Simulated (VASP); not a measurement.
A run of VASP 6.6.1 is set up as follows.

File INCAR:

```
SYSTEM = La3YO2
PREC = Accurate
ENCUT = 520
EDIFF = 1E-7
ISMEAR = 0
SIGMA = 0.2
LREAL = .FALSE.
LASPH = .TRUE.
NELM = 100
ALGO = Normal
ISIF = 2
LWAVE = .FALSE.
LCHARG = .FALSE.
GGA = PE
NBANDS = 68
```

KPOINTS

```
regular mesh
0
G
  4 4 2
  0 0 0
```

POSCAR

```
La3YO2
1.0
   -3.9105731033      2.2577704339      3.1050151999
    0.0000000000     -4.5155408678      3.1050151999
    7.8211462066      4.5155408678      6.2100303998
La Y O
6 2 4
Direct
    1.0000000000      0.5000000000      1.0000000000
    0.0000000000      0.5000000000      0.5000000000
    0.0000000000      1.0000000000      0.2500000000
    0.0000000000      0.0000000000      0.7500000000
    0.5000000000      0.0000000000      0.0000000000
    0.5000000000      0.0000000000      0.5000000000
    0.5000000000      0.5000000000      0.2500000000
    0.5000000000      0.5000000000      0.7500000000
    0.7395974289      0.7395974289      0.3697987144
    0.7395974289      0.7395974289      0.8697987144
    0.2604025711      0.2604025711      0.1302012856
    0.2604025711      0.2604025711      0.6302012856
```

Potentials or basis: VASP PAW PBE potentials, release 64 (La, Y_sv, O).

Launch:

```sh
$ cat potpaw_PBE.64/La/POTCAR potpaw_PBE.64/Y_sv/POTCAR potpaw_PBE.64/O/POTCAR > POTCAR
$ mpirun -np 1 vasp_std > vasp.out
```

**Question.** What does it give for the band gap on the k mesh?

**Answer.** Zero (bands 56 and 57 overlap by 1.09 eV).

**Question.** What does it give for the largest force?

**Answer.** 0.038 eV/Å.

**Question.** Estimate the pressure.

**Answer.** 0.0 GPa.

Forces on the atoms (eV/Å):
```
La   0.000  0.000  0.000
La   0.000  0.000  0.000
La   0.000  0.000  0.000
La   0.000  0.000  0.000
La   0.000  0.000  0.000
La   0.000  0.000  0.000
Y    0.000  0.000  0.000
Y    0.000  0.000  0.000
O    0.000  0.000  0.038
O    0.000  0.000  0.038
O    0.000  0.000 -0.038
O    0.000  0.000 -0.038
```

Caveat: spin-orbit coupling is left out, which moves the levels of the heavy elements.
